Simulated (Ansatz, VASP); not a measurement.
# VO2: VASP beside Ansatz

File INCAR:

```
ALGO = Normal ; EDIFF = 1E-7
EDIFFG = -0.005 ; ENCUT = 600
GGA = PE ; GGA_COMPAT = False
IBRION = 2 ; ISIF = 3
ISMEAR = 0 ; ISPIN = 2
KPAR = 4 ; LASPH = True
LCHARG = False ; LMAXMIX = 4
LORBIT = 11 ; LREAL = False
LWAVE = False ; MAGMOM = 0.91 0.91 0 0 0 0
NELM = 200 ; NELMIN = 4
NSW = 100 ; PREC = Accurate
SIGMA = 0.1
```

KPOINTS

```
k-points
0
Gamma
  8 8 12
```

Contents of POSCAR:

```
VO2
1.0
    4.5300000000      0.0000000000      0.0000000000
    0.0000000000      4.5300000000      0.0000000000
    0.0000000000      0.0000000000      2.8690000000
V O
2 4
Direct
    0.0000000000      0.0000000000      0.0000000000
    0.5000000000      0.5000000000      0.5000000000
    0.3050000000      0.3050000000      0.0000000000
    0.1950000000      0.8050000000      0.5000000000
    0.6950000000      0.6950000000      0.0000000000
    0.8050000000      0.1950000000      0.5000000000
```

Input for Ansatz:

```yaml
crystal:
  lattice:
    - [4.53, 0.0, 0.0]
    - [0.0, 4.53, 0.0]
    - [0.0, 0.0, 2.869]
  atoms:
    - { symbol: V, position: [0.0, 0.0, 0.0], spin: 0.91 }
    - { symbol: V, position: [0.5, 0.5, 0.5], spin: 0.91 }
    - { symbol: O, position: [0.305, 0.305, 0.0] }
    - { symbol: O, position: [0.195, 0.805, 0.5] }
    - { symbol: O, position: [0.695, 0.695, 0.0] }
    - { symbol: O, position: [0.805, 0.195, 0.5] }
basis:
  ecutwfc: 420
kpoints:
  mp_grid: { grid: [8, 8, 12] }
hamiltonian:
  xc: pbe
scf:
  occupations: { method: gaussian, width: 0.1 }
output:
  forces: true
  stress: true
  eigenvalues: true
  populations: true
magnetization:
  spin_polarized: true
relax:
  adjacent_minimum: "off"
  f_tol: 0.005
  max_steps: 80
  cell: { stress_tol: 0.05 }
```

Alike in both runs: task relaxation of cell and atoms; functional PBE; k mesh 8 × 8 × 12; occupations gaussian, width 0.1 eV; collinear spin.

```csv
,VASP,Ansatz
version,VASP 6.6.1,Ansatz 0.2.0
potentials or method,"VASP PAW PBE potentials, release 64 (V_sv, O), cutoff 600 eV","scalar-relativistic, plane waves, PAW"
valence electrons in the cell,50,50
```

```tsv
	VASP	Ansatz	Ansatz less VASP
gap on the k mesh at the Fermi level, each at its own relaxed structure (eV)	none	none	-
net moment per atom (μB)	0.33	0.33	0.000
size of the moment on the site where the two differ most (μB)	1.05	0.83	-0.218
relaxed volume (Å³/atom)	9.97	9.94	-0.028
relaxed cell length with the largest relative difference (Å)	2.842	2.838	-0.0040
```

Site moments also hang on the region over which each program counts them. A gap of «none» marks a metal or a gap that the smearing closes.
